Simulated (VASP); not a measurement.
ScInTeSe: single point with PBE

The system is ScInTeSe.

```
Sc In Te Se
1.0
     3.30506    0.00000    0.00000
    -1.65253    2.86226    0.00000
     0.00000    0.00000   12.50520
Sc In Te Se
1 1 1 1
Direct
  0.00000 0.00000 0.91951
  0.00000 0.00000 0.67996
  0.00000 0.00000 0.44543
  0.00000 0.00000 0.12154
```

```yaml
Program: VASP 6.6.1
Task: single point
Functional: PBE
Potentials_or_basis: VASP PAW PBE potentials, release 64 (Sc_sv, In_d, Te, Se)
Cutoff: 500 eV
k_mesh: 4 × 4 × 2
Occupations: gaussian, width 0.15 eV
Spin: no spin polarisation
Dipole_correction: no
Further_INCAR_settings: ALGO = Normal; EDIFF = 1e-06; NBANDS = 26
```

```
Pressure               : 0.0 GPa
Largest force          : 0.019 eV/Å
Band gap on the k mesh : zero (band 18 reaches 5.85 eV, above the bottom of band 19 at 4.55 eV)
```

Forces on the atoms (eV/Å):
```
Sc   0.000  0.000 -0.019
In   0.000  0.000  0.016
Te   0.000  0.000 -0.016
Se   0.000  0.000  0.019
```

Stress tensor (GPa, compression positive):
```
-0.23  0.00  0.00
 0.00 -0.23  0.00
 0.00  0.00  0.33
```

Levels at points of the mesh, in eV from the Fermi level:
```csv
k point,band 14,band 15,band 16,band 17,band 18,band 19,band 20,band 21,band 22,band 23
"(0.00, 0.00, 0.00)",-3.97,-1.95,0.19,1.18,1.18,1.37,1.37,2.97,2.97,3.08
"(0.50, 0.00, 0.00)",-4.09,-2.48,-2.03,-1.44,-0.63,-0.13,0.61,0.61,1.60,2.46
"(0.00, 0.00, 0.50)",-3.26,-2.33,0.08,1.18,1.18,1.37,1.37,3.01,3.01,3.04
"(0.50, 0.00, 0.50)",-4.04,-2.49,-2.38,-0.97,-0.66,-0.13,0.61,0.67,1.51,2.45
```

It took 68 s on 1 thread of Intel Xeon 8259CL (shared host), peak memory 0.24 GiB.

Caveat: the k points lie up to 0.55 Å⁻¹ apart; spin-orbit coupling is left out, which moves the levels of the heavy elements; this functional lacks dispersion, which binds the layers, so the pressure and a relaxed spacing across them are unreliable.
